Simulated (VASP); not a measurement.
# HW14Se28 (a cell with a defect) in VASP: single point with PBE+D3(BJ)

Aim: the single point of HW14Se28 (a cell with a defect) with PBE+D3(BJ).

All numbers are computed with VASP 6.6.1; they aren't measurements. Logs are shortened: lines on timing, memory, paths and dates and some standing lists are left out, and cuts for length are marked.

## 1. The cell of the first run

The cell holds a defect, 43 atoms: a = 8.676 Å, b = 8.676 Å, c = 12.793 Å, α = 90.00°, β = 90.00°, γ = 120.00°.

## 2. Single point, PBE+D3(BJ) (with an interstitial atom, then relaxed in part)

The input, INCAR:

```
  PREC = Accurate
  ENCUT = 520
  EDIFF = 1E-6
  ISMEAR = 0
  SIGMA = 0.01
  LREAL = Auto
  LASPH = True
  NELM = 100
  ALGO = Normal
  ISIF = 2
  LWAVE = False
  LCHARG = False
  GGA = PE
  IVDW = 12
  NELECT = 364.0
  NBANDS = 210
  KPAR = 2
  NCORE = 2
```

The input, KPOINTS:

```
Automatic mesh
0
Gamma
  2 2 2
```

The input, POSCAR:

```
HW14Se28
1.0
    1.6395202770     -8.5191972597      0.0000000000
    6.5580811083      5.6794648397      0.0000000000
    0.0000000000      0.0000000000     12.7928245273
W Se H
14 28 1
Direct
    0.9047726099      0.5218566672      0.2486295327
    0.4781433328      0.3829159427      0.2486295327
    0.0485113321      0.2405554774      0.2486344312
    0.7594445226      0.8079558547      0.2486344312
    0.3333333333      0.6666666667      0.2486314679
    0.6170840573      0.0952273901      0.2486295327
    0.1920441453      0.9514886679      0.2486344312
    0.6666666667      0.3333333333      0.7486907136
    0.2380935047      0.1904844014      0.7486838906
    0.8095155986      0.0476091034      0.7486838906
    0.5238884783      0.6191398121      0.7486880774
    0.0952513338      0.4761115217      0.7486880774
    0.3808601879      0.9047486662      0.7486880774
    0.9523908966      0.7619064953      0.7486838906
    0.6666666667      0.3333333333      0.3808457185
    0.2416430046      0.1930345534      0.3817764155
    0.8069654466      0.0486084512      0.3817764155
    0.5236648652      0.6195127240      0.3812493436
    0.0958478589      0.4763351348      0.3812493436
    0.3804872760      0.9041521411      0.3812493436
    0.9513915488      0.7583569954      0.3817764155
    0.9047864891      0.5237555218      0.8802160806
    0.4762444782      0.3810309673      0.8802160806
    0.0476068797      0.2380340512      0.8802648578
    0.7619659488      0.8095728285      0.8802648578
    0.3333333333      0.6666666667      0.8802181695
    0.6189690327      0.0952135109      0.8802160806
    0.1904271715      0.9523931203      0.8802648578
    0.6666666667      0.3333333333      0.1164045252
    0.2416322306      0.1930307723      0.1154933023
    0.8069692277      0.0486014583      0.1154933023
    0.5236698758      0.6195165506      0.1160131798
    0.0958466748      0.4763301242      0.1160131798
    0.3804834494      0.9041533252      0.1160131798
    0.9513985417      0.7583677694      0.1154933023
    0.9047825728      0.5237413571      0.6171588318
    0.4762586429      0.3810412157      0.6171588318
    0.0476093543      0.2380419242      0.6171044370
    0.7619580758      0.8095674300      0.6171044370
    0.3333333333      0.6666666667      0.6171543669
    0.6189587843      0.0952174272      0.6171588318
    0.1904325700      0.9523906457      0.6171044370
    0.0000000000      0.0000000000      0.2486255895
```

Potentials or basis: VASP PAW PBE potentials, release 64 (W_sv, Se, H).

The run is started by

```sh
$ cat potpaw_PBE.64/W_sv/POTCAR potpaw_PBE.64/Se/POTCAR potpaw_PBE.64/H/POTCAR > POTCAR
$ mpirun -np 4 vasp_std > vasp.out
```

OUTCAR:

```text
PREC = Accurate
   ENCUT = 520
   EDIFF = 1E-6
   ISMEAR = 0
   LREAL = Auto
   LASPH = True
   NELM = 100
   ISIF = 2
   GGA = PE
   IVDW = 12
   NELECT = 364.0
 IVDW          = 12

 ion  position               nearest neighbor table
   1  0.905  0.522  0.249-  15 2.53  29 2.53  33 2.54  19 2.54  35 2.54  21 2.54   3 3.25   2 3.27
                             6 3.27   5 3.28   7 3.29   4 3.30
   2  0.478  0.383  0.249-  15 2.53  29 2.53  32 2.54  18 2.54  30 2.54  16 2.54   4 3.25   6 3.27
                             1 3.27   5 3.28   3 3.29   7 3.30
   3  0.049  0.241  0.249-  43 1.91  19 2.53  33 2.53  30 2.56  16 2.56  31 2.56  17 2.56   1 3.25
                             5 3.26   2 3.29   6 3.30   7 3.31   4 3.31
   4  0.759  0.808  0.249-  43 1.91  18 2.53  32 2.53  31 2.56  17 2.56  35 2.56  21 2.56   2 3.25
                             5 3.26   6 3.29   1 3.30   7 3.31   3 3.31
   5  0.333  0.667  0.249-  20 2.54  19 2.54  18 2.54  34 2.54  33 2.54  32 2.54   7 3.26   3 3.26
                             4 3.26   1 3.28   6 3.28   2 3.28
   6  0.617  0.095  0.249-  15 2.53  29 2.53  34 2.54  20 2.54  31 2.54  17 2.54   7 3.25   2 3.27
                             1 3.27   5 3.28   4 3.29   3 3.30
   7  0.192  0.951  0.249-  43 1.91  20 2.53  34 2.53  35 2.56  21 2.56  30 2.56  16 2.56   6 3.25
                             5 3.26   1 3.29   2 3.30   3 3.31   4 3.31
   8  0.667  0.333  0.749-  27 2.53  22 2.53  23 2.53  41 2.53  36 2.53  37 2.53  10 3.28  14 3.28
                             9 3.28  12 3.28  13 3.28  11 3.28
   9  0.238  0.190  0.749-  24 2.53  38 2.53  28 2.53  42 2.53  23 2.53  37 2.53  12 3.28  13 3.28
                            10 3.28  14 3.28   8 3.28  11 3.28
  10  0.810  0.048  0.749-  25 2.53  39 2.53  24 2.53  38 2.53  27 2.53  41 2.53  11 3.28  12 3.28
                            14 3.28   9 3.28   8 3.28  13 3.28
  11  0.524  0.619  0.749-  37 2.53  23 2.53  26 2.53  40 2.53  25 2.53  39 2.53  10 3.28  14 3.28
                             8 3.28  13 3.28  12 3.28   9 3.28
  12  0.095  0.476  0.749-  36 2.53  22 2.53  26 2.53  40 2.53  24 2.53  38 2.53   9 3.28  10 3.28
                             8 3.28  11 3.28  13 3.28  14 3.28
  13  0.381  0.905  0.749-  41 2.53  27 2.53  26 2.53  40 2.53  28 2.53  42 2.53  14 3.28   9 3.28
                             8 3.28  11 3.28  12 3.28  10 3.28
  14  0.952  0.762  0.749-  28 2.53  42 2.53  25 2.53  39 2.53  22 2.53  36 2.53  13 3.28  11 3.28
                            10 3.28   9 3.28   8 3.28  12 3.28
  15  0.667  0.333  0.381-   6 2.53   1 2.53   2 2.53
  16  0.242  0.193  0.382-   2 2.54   3 2.56   7 2.56
[... 25 lines left out ...]
  42  0.190  0.952  0.617-  14 2.53  13 2.53   9 2.53
  43  0.000  0.000  0.249-   7 1.91   3 1.91   4 1.91

  LATTYP: Found a hexagonal cell.
 ALAT       =     8.6755258451
 C/A-ratio  =     1.4745877951

  Lattice vectors:

 A1 = (   1.6395202770,  -8.5191972597,   0.0000000000)
 A2 = (   6.5580811083,   5.6794648397,   0.0000000000)
 A3 = (   0.0000000000,   0.0000000000,  12.7928245273)

Analysis of symmetry for initial positions (statically):
=====================================================================
 Subroutine PRICEL returns:
 Original cell was already a primitive cell.

 Routine SETGRP: Setting up the symmetry group for a
 hexagonal supercell.

 Subroutine GETGRP returns: Found  3 space group operations
 (whereof  3 operations were pure point group operations)
 out of a pool of 24 trial point group operations.

The static configuration has the point symmetry C_3 .

Analysis of symmetry for dynamics (positions and initial velocities):
=====================================================================
 Subroutine PRICEL returns:
 Original cell was already a primitive cell.

 Routine SETGRP: Setting up the symmetry group for a
 hexagonal supercell.

 Subroutine GETGRP returns: Found  3 space group operations
 (whereof  3 operations were pure point group operations)
 out of a pool of 24 trial point group operations.

The dynamic configuration has the point symmetry C_3 .

 Subroutine INISYM returns: Found  3 space group operations
 (whereof  3 operations are pure point group operations),
 and found     1 'primitive' translations

----------------------------------------------------------------------------------------

                                     Primitive cell

  volume of cell :     833.8515

  direct lattice vectors                    reciprocal lattice vectors
     1.639520277 -8.519197260  0.000000000     0.087133502 -0.100613101  0.000000000
     6.558081108  5.679464840  0.000000000     0.130700253  0.025153275  0.000000000
     0.000000000  0.000000000 12.792824527     0.000000000  0.000000000  0.078168820

  length of vectors
     8.675525845  8.675525845 12.792824527     0.133098622  0.133098622  0.078168820

  position of ions in fractional coordinates (direct lattice)
     0.904772610  0.521856667  0.248629533
     0.478143333  0.382915943  0.248629533
     0.048511332  0.240555477  0.248634431
     0.759444523  0.807955855  0.248634431
     0.333333333  0.666666667  0.248631468
     0.617084057  0.095227390  0.248629533
[... 35 lines left out ...]
     0.190432570  0.952390646  0.617104437
     0.000000000  0.000000000  0.248625590

  ion indices of the primitive-cell ions
   primitive index   ion index
                 1           1
                 2           2
                 3           3
                 4           4
                 5           5
                 6           6
[... 35 lines left out ...]
                42          42
                43          43

----------------------------------------------------------------------------------------

 KPOINTS: Automatic mesh

Automatic generation of k-mesh.
 Grid dimensions read from file:
 generate k-points for:    2    2    2

 Generating k-lattice:

  Cartesian coordinates                     Fractional coordinates (reciprocal lattice)
     0.043566751 -0.050306551  0.000000000     0.500000000  0.000000000  0.000000000
     0.065350126  0.012576638  0.000000000     0.000000000  0.500000000  0.000000000
     0.000000000  0.000000000  0.039084410     0.000000000  0.000000000  0.500000000

  Length of vectors
     0.066549311  0.066549311  0.039084410

  Shift w.r.t. Gamma in fractional coordinates (k-lattice)
     0.000000000  0.000000000  0.000000000

 Subroutine IBZKPT returns following result:
 ===========================================

 Found      4 irreducible k-points:

 Following reciprocal coordinates:
            Coordinates               Weight
  0.000000  0.000000  0.000000      1.000000
  0.500000  0.000000  0.000000      3.000000
  0.000000  0.000000  0.500000      1.000000
  0.500000  0.000000  0.500000      3.000000
   k-points           NKPTS =      4   k-points in BZ     NKDIM =      4   number of bands    NBANDS=    210
   number of dos      NEDOS =    301   number of ions     NIONS =     43
   total plane-waves  NPLWV = 470400
   dimension x,y,z NGX =    70 NGY =   70 NGZ =   96
   dimension x,y,z NGXF=   140 NGYF=  140 NGZF=  192
   ions per type =              14  28   1
   NGX,Y,Z   is equivalent  to a cutoff of  13.41, 13.41, 12.48 a.u.
   NGXF,Y,Z  is equivalent  to a cutoff of  26.83, 26.83, 24.95 a.u.
 SYSTEM =  unknown system
   PREC   = accura    normal or accurate (medium, high low for compatibility)
   ISTART =      0    job   : 0-new  1-cont  2-samecut
   ICHARG =      2    charge: 1-file 2-atom 10-const
   ISPIN  =      1    spin polarized calculation?
   LNONCOLLINEAR =      F non collinear calculations
   LSORBIT =      F    spin-orbit coupling
   LASPH  =      T    aspherical Exc in radial PAW
   ENCUT  =  520.0 eV  38.22 Ry    6.18 a.u.  16.13 16.13 23.79*2*pi/ulx,y,z
   NELM   =    100;   NELMIN=  2; NELMDL= -5     # of ELM steps
   EDIFF  = 0.1E-05   stopping-criterion for ELM
   LREAL  =      T    real-space projection
   EDIFFG = 0.1E-04   stopping-criterion for IOM
   NSW    =      0    number of steps for IOM
   IBRION =     -1    ionic relax: 0-MD 1-quasi-New 2-CG
   NFREE  =      0    steps in history (QN), initial steepest desc. (CG)
   ISIF   =      2    stress and relaxation
   ISYM   =      2    0-nonsym 1-usesym 2-fastsym
   POTIM  = 0.5000    time-step for ionic-motion
   TEBEG  =    0.0;   TEEND  =   0.0 temperature during run
   PSTRESS=    0.0 pullay stress
   NELECT =     364.0000    total number of electrons
   NUPDOWN=      -1.0000    fix difference up-down
   EMIN   =  10.00;   EMAX   =-10.00  energy-range for DOS
   EFERMI =   0.00;   METHOD = LEGACY
   ISMEAR =     0;   SIGMA  =   0.01  broadening in eV -4-tet -1-fermi 0-gaus
   EFERMI_NEDOS =   21; number of points for ismear=-14 and -15
   IALGO  =     38    algorithm
   IMIX   =      4    mixing-type and parameters
     AMIX     =   0.40;   BMIX     =  1.00
     AMIX_MAG =   1.60;   BMIX_MAG =  1.00
  volume/ion in A,a.u.               =      19.39       130.86
  Fermi-wavevector in a.u.,A,eV,Ry     =   1.241878  2.346810 20.983747  1.542262
  Thomas-Fermi vector in A             =   2.376257
   LORBIT       =      0    0 simple, 1 ext, 2 COOP (PROOUT), +10 PAW based schemes
   GGA     = PE    functional components
   LHFCALC =     F    Hartree Fock is set to
   AEXX    =    0.0000 exact exchange contribution
   IVDW    =    12    specifies the selected vdW correction
   LEPSILON=     F    determine dielectric tensor
   LRPA    =     F    only Hartree local field effects (RPA)
 non-spin polarized calculation
 Gauss-broadening in eV      SIGMA  =   0.01
  energy-cutoff  :      520.00
  volume of cell :      833.85
 maximum number of plane-waves:     22504
 NGX is ok and might be reduce to    70
   NGX = 33   NGY = 33   NGZ = 47

 number of electron     364.0000005 magnetization

 Free energy of the ion-electron system (eV)
  ---------------------------------------------------
  ext. energy  EPLUGINS =         0.00000000
  ---------------------------------------------------
  free energy    TOTEN  =      -311.02952982 eV

  energy without entropy =     -311.02952982  energy(sigma->0) =     -311.02952982

 E-fermi :   6.6592     XC(G=0): -10.8982

 val. band max:        6.5540339567   @ k =   0.0000   0.0000   0.0000
 cond. band min:       7.4718360526   @ k =   0.0000   0.0000   0.0000
 fundamental gap:      0.9178020958
 Fermi energy:         6.6591868777

 k-point     1 :       0.0000    0.0000    0.0000
  band No.  band energies     occupation
      1     -68.2624      2.00000
      2     -68.2584      2.00000
      3     -68.2584      2.00000
      4     -68.0402      2.00000
      5     -68.0358      2.00000
      6     -68.0358      2.00000
[... 777 lines left out ...]
    193       8.3093      0.00000
    194       8.3736      0.00000
 [bands above 194 left out]

------------------------ aborting loop because EDIFF is reached ----------------------------------------

 Edisp (eV)  -20.12942

 E6    (eV) :   -11.1731

 E8    (eV) :    -8.9564

  FORCE on cell =-STRESS in cart. coord.  units (eV):
  Direction    XX          YY          ZZ          XY          YZ          ZX
  --------------------------------------------------------------------------------------
  -------------------------------------------------------------------------------------
  Total      -9.11158    -9.11158   -10.08611     0.00000    -0.00000    -0.00000
  in kB     -17.50715   -17.50715   -19.37963     0.00000    -0.00000    -0.00000
  external pressure =      -18.13 kB  Pullay stress =        0.00 kB

 VOLUME and BASIS-vectors are now :
 -----------------------------------------------------------------------------
  energy-cutoff  :      520.00
  volume of cell :      833.85
      direct lattice vectors                 reciprocal lattice vectors
     1.639520277 -8.519197260  0.000000000     0.087133502 -0.100613101  0.000000000
     6.558081108  5.679464840  0.000000000     0.130700253  0.025153275  0.000000000
     0.000000000  0.000000000 12.792824527     0.000000000  0.000000000  0.078168820

 POSITION                                       TOTAL-FORCE (eV/Angst)
 -----------------------------------------------------------------------------------
      4.90577     -4.74407      3.18067        -0.000717     -0.000434     -0.003309
      3.29512     -1.89864      3.18067         0.000735     -0.000404     -0.003309
      1.65712      0.95295      3.18074         0.006408      0.003770     -0.002978
      6.54376     -1.88110      3.18074        -0.006469      0.003665     -0.002978
      4.91856      0.94658      3.18070        -0.000000      0.000000     -0.002757
      1.63623     -4.71622      3.18067        -0.000018      0.000838     -0.003309
[... 35 lines left out ...]
      6.55807      3.78674      7.89451         0.000085     -0.000831     -0.037060
      0.00000      0.00000      3.18062        -0.000000      0.000000     -0.003559
 -----------------------------------------------------------------------------------
    total drift:                                0.000000     -0.000001      0.158912

  FREE ENERGIE OF THE ION-ELECTRON SYSTEM (eV)
  ---------------------------------------------------
  free  energy   TOTEN  =      -331.1589491918 eV

  energy  without entropy=     -331.1589491918  energy(sigma->0) =     -331.15894919
```

It took 14 min on 4 MPI ranks of Intel Xeon Platinum 8375C at 2.90GHz (Ice Lake), shared host; peak memory 0.69 GiB.

Results:

| Property | Result |
| --- | --- |
| Free energy | -331.1589 eV |
| Largest force | 0.048 eV/Å |
| Dispersion energy per atom | -0.468 eV |

Forces in eV/Å, atoms in the order of the input:
```
W   -0.001  0.000 -0.003
W    0.001  0.000 -0.003
W    0.006  0.004 -0.003
W   -0.006  0.004 -0.003
W    0.000  0.000 -0.003
W    0.000  0.001 -0.003
W    0.000 -0.007 -0.003
W    0.000  0.000 -0.003
W    0.000  0.000 -0.002
W    0.000  0.000 -0.002
W    0.000  0.000 -0.002
W    0.000  0.000 -0.002
W    0.000  0.000 -0.002
W    0.000  0.000 -0.002
Se   0.000  0.000  0.044
Se  -0.003 -0.001  0.036
Se   0.002 -0.002  0.036
Se  -0.001 -0.001  0.048
Se   0.000  0.001  0.048
Se   0.001  0.000  0.048
Se   0.001  0.003  0.036
Se  -0.001 -0.001  0.045
Se   0.001  0.000  0.045
Se  -0.001  0.000  0.046
Se   0.001 -0.001  0.046
Se   0.000  0.000  0.043
Se  -0.001  0.001  0.045
Se   0.000  0.001  0.046
Se   0.000  0.000 -0.044
Se   0.003 -0.002 -0.044
Se   0.000  0.003 -0.044
Se  -0.001  0.000 -0.042
Se   0.000  0.001 -0.042
Se   0.001 -0.001 -0.042
Se  -0.003 -0.001 -0.044
Se   0.001  0.002 -0.039
Se  -0.002  0.000 -0.039
Se   0.001  0.000 -0.037
Se  -0.001  0.000 -0.037
Se   0.000  0.000 -0.038
Se   0.001 -0.002 -0.039
Se   0.000 -0.001 -0.037
H    0.000  0.000 -0.004
```

Caveat: the cell carries a net charge on a neutralising background, which shifts energy and pressure; the cell differs from its parent crystal (with an interstitial atom, then relaxed in part); the cell is charged against a uniform background, so pressure and absolute levels hang on convention; spin-orbit coupling is left out, which moves the levels of the heavy elements.
